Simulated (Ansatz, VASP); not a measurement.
## One calculation of SnO2, two programs

File INCAR:

```
PREC = Accurate
ENCUT = 520
EDIFF = 1E-6
ISMEAR = 0
SIGMA = 0.05
LREAL = False
LASPH = True
NELM = 60
ALGO = Normal
ISIF = 2
LWAVE = False
LCHARG = False
GGA = PE
IVDW = 12
NBANDS = 49
```

KPOINTS

```
regular mesh
0
Gamma
  9 9 2
```

File POSCAR:

```
SnO2
1.0
   -3.2372529198      0.0000000000      0.0000000000
   -1.6186264599     -2.8035432670      0.0000000000
   -0.9711758759     -0.5607086535     12.8754773976
Sn O
3 6
Direct
    0.5666700000      0.5666700000      0.4999833333
    0.9666700000     -0.0333300000      0.1666500000
    0.1666700000      0.1666700000      0.8333166667
    0.6179499963      0.6179499963      0.2435833518
    0.8179499963     -0.1820500037      0.9102500185
    0.2179499963      0.2179499963      0.5769166852
    0.5153900037      0.5153900037      0.7563833148
    0.9153900037     -0.0846099963      0.4230499815
    0.3153900037      0.3153900037      0.0897166482
```

Input for Ansatz:

```yaml
crystal:
  lattice:
    - [-3.2372529198, 0.0, 0.0]
    - [-1.6186264599, -2.803543267, 0.0]
    - [-0.9711758759, -0.5607086535, 12.8754773976]
  atoms:
    - { symbol: Sn, position: [0.56667, 0.56667, 0.4999833333] }
    - { symbol: Sn, position: [0.96667, -0.03333, 0.16665] }
    - { symbol: Sn, position: [0.16667, 0.16667, 0.8333166667] }
    - { symbol: O, position: [0.6179499963, 0.6179499963, 0.2435833518] }
    - { symbol: O, position: [0.8179499963, -0.1820500037, 0.9102500185] }
    - { symbol: O, position: [0.2179499963, 0.2179499963, 0.5769166852] }
    - { symbol: O, position: [0.5153900037, 0.5153900037, 0.7563833148] }
    - { symbol: O, position: [0.9153900037, -0.0846099963, 0.4230499815] }
    - { symbol: O, position: [0.3153900037, 0.3153900037, 0.0897166482] }
basis:
  ecutwfc: 520.0
kpoints:
  mp_grid: { grid: [9, 9, 2] }
hamiltonian:
  xc: pbe
  pseudopotentials: { kind: paw, azcp: { folder: soft_1 } }
  dispersion: d3bj
scf:
  occupations: { method: gaussian, width: 0.05 }
output:
  forces: true
  stress: true
  eigenvalues: true
```

Alike in both runs: task single point; functional PBE; dispersion D3(BJ); k mesh 9 × 9 × 2; occupations gaussian, width 0.05 eV; no spin polarisation.

```csv
,VASP,Ansatz
version,VASP 6.6.1,Ansatz 0.2.0
potentials or method,"VASP PAW PBE potentials, release 64 (Sn_d, O), cutoff 520 eV","scalar-relativistic, plane waves, PAW"
valence electrons in the cell,78,78
```

VASP gave:

| Quantity | Value |
| --- | --- |
| gap on the k mesh at the Fermi level (eV) | 1.51 |
| least direct gap on the mesh (eV) | 1.51 |
| pressure (GPa) | 0.9 |
| traceless stress, the component that is largest in VASP (GPa) | -0.52 |
| rms of the force components (eV/Å) | 0.051 |

Problem. Which values does Ansatz return?

Solution. gap on the k mesh at the Fermi level (eV): 1.53; least direct gap on the mesh (eV): 1.53; pressure (GPa): 0.2; traceless stress, the component that is largest in VASP (GPa): -0.74; rms of the force components (eV/Å): 0.049.

Atom by atom the forces differ by 0.026 eV/Å (rms over components).
